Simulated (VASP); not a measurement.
Wanted: the native input for a VASP 6.6.1 run.

```yaml
Task: single point
Functional: PBE
Potentials_or_basis: VASP PAW PBE potentials, release 64 (Li_sv, Ta_pv, O)
Cutoff: 520 eV
k_mesh: 6 × 6 × 4
Occupations: gaussian, width 0.1 eV
Spin: no spin polarisation
Dipole_correction: no
Further_INCAR_settings: ALGO = Normal; EDIFF = 1e-06; NBANDS = 22
```

The structure of Li2TaO2 lies in POSCAR:

```
Li2TaO2
1.0
    2.9104232619      0.0000000000      0.0000000000
    0.0000000000      2.9104232619      0.0000000000
    0.0000000000      0.0000000000      5.1110179463
Li Ta O
2 1 2
Direct
    0.0000000000      0.5000000000      0.5000000000
    0.5000000000      0.0000000000      0.5000000000
    0.0000000000      0.0000000000      0.0000000000
    0.5000000000      0.5000000000      0.2305511590
    0.5000000000      0.5000000000      0.7694488410
```

These files were run (other wordings do the same):

INCAR

```
SYSTEM = Li2TaO2
PREC = Accurate
ENCUT = 520
EDIFF = 1E-6
ISMEAR = 0
SIGMA = 0.1
LREAL = .False.
LASPH = .True.
NELM = 60
ALGO = Normal
ISIF = 2
LWAVE = .False.
LCHARG = .False.
GGA = PE
NBANDS = 22
```

KPOINTS

```
Automatic mesh
0
Gamma
  6 6 4
  0 0 0
```

Potentials or basis: VASP PAW PBE potentials, release 64 (Li_sv, Ta_pv, O).

Run with:

```console
$ cat potpaw_PBE.64/Li_sv/POTCAR potpaw_PBE.64/Ta_pv/POTCAR potpaw_PBE.64/O/POTCAR > POTCAR
$ mpirun -np 1 vasp_std > vasp.out
```

It gave:

```json
{"Largest force": "0.004 eV/Å"}
```

Caveat: an odd number of electrons without spin polarisation forces a metal; a magnetic or distorted state may lie lower.

Run time: 9.9 s on 1 thread of Intel(R) Xeon(R) 6975P-C (Granite Rapids), with other jobs on the host, peak memory 0.17 GiB.
